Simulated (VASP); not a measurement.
YbSi2, 3 atoms in the cell. It takes space group P6/mmm (No. 191, hexagonal). Conventional cell: a = 4.009 Å, b = 4.009 Å, c = 3.828 Å, α = 90.00°, β = 90.00°, γ = 120.00°. Within 4.1 Å of Yb (site symmetry 6/mmm) lie 12 Si at 3.00 Å and 8 Yb at 3.83 to 4.01 Å. Within 3.1 Å of Si (site symmetry -6m2) lie 3 Si at 2.31 Å and 6 Yb at 3.00 Å. 

```yaml
Program: VASP 6.6.1
Task: relaxation of cell and atoms
Functional: PBEsol
Potentials_or_basis: VASP PAW PBE potentials, release 64 (Yb, Si)
Cutoff: 600 eV
k_mesh: 12 × 12 × 12
Occupations: gaussian, width 0.1 eV
Spin: no spin polarisation
Dipole_correction: no
Further_INCAR_settings: ALGO = Normal; EDIFF = 1e-07; IBRION = 2; EDIFFG = -0.005; NSW = 100; ISIF = 3
```

Potentials or basis: VASP PAW PBE potentials, release 64 (Yb, Si).

Launch:

```bash
$ cat potpaw_PBE.64/Yb/POTCAR potpaw_PBE.64/Si/POTCAR > POTCAR
$ mpirun -np 1 vasp_std > vasp.out
```

Hardware: 1 thread of Intel(R) Xeon(R) 6975P-C (Granite Rapids), on a shared host.

Question: How long does it take, and how much memory?

Answer: It took 7.5 min on 1 thread of Intel(R) Xeon(R) 6975P-C (Granite Rapids), with other jobs on the host, peak memory 0.34 GiB. Counts: scf iterations 101, k points 133, ion steps 6.
